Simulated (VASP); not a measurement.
A run of VASP 6.6.1 is set up as follows.

INCAR

```
PREC = Accurate
ENCUT = 600
EDIFF = 1E-6
ISMEAR = -1
SIGMA = 0.05
LREAL = False
LASPH = True
NELM = 80
ALGO = Normal
ISIF = 3
LWAVE = False
LCHARG = False
GGA = RP
IBRION = 2
NSW = 60
EDIFFG = -0.01
```

Contents of KPOINTS:

```
regular mesh
0
Gamma
  10 10 10
```

File POSCAR:

```
SnO2
1.0
    1.6170930752      0.9336291223      4.8005925840
   -1.6170930752      0.9336291223      4.8005925840
    0.0000000000     -1.8672582446      4.8005925840
Sn O
1 2
Direct
    0.5000000000      0.5000000000      0.5000000000
    0.7628300000      0.7628300000      0.7628300000
    0.2371700000      0.2371700000      0.2371700000
```

Potentials or basis: VASP PAW PBE potentials, release 64 (Sn_d, O).

Command:

```console
$ cat potpaw_PBE.64/Sn_d/POTCAR potpaw_PBE.64/O/POTCAR > POTCAR
$ mpirun -np 1 vasp_std > vasp.out
```

Problem. Predict the band gap on the k mesh.

Solution. 2.17 eV, indirect (least direct gap 2.46 eV).

Problem. What does it give for the relaxed cell?

Solution. a = 5.735 Å, b = 5.735 Å, c = 5.735 Å, α = 32.97°, β = 32.97°, γ = 32.97°.

Problem. Estimate the relaxed volume.

Solution. 16.57 Å³/atom.

Problem. Predict the space group after relaxing (to 0.05 Å).

Solution. R-3m (No. 166).

Forces on the atoms (eV/Å):
```
Sn   0.000  0.000  0.000
O    0.000  0.000 -0.005
O    0.000  0.000  0.005
```

Caveat: the PAW data sets were made with another functional, which shifts forces and pressure a little; spin-orbit coupling is left out, which moves the levels of the heavy elements. A k mesh can miss the band edges.
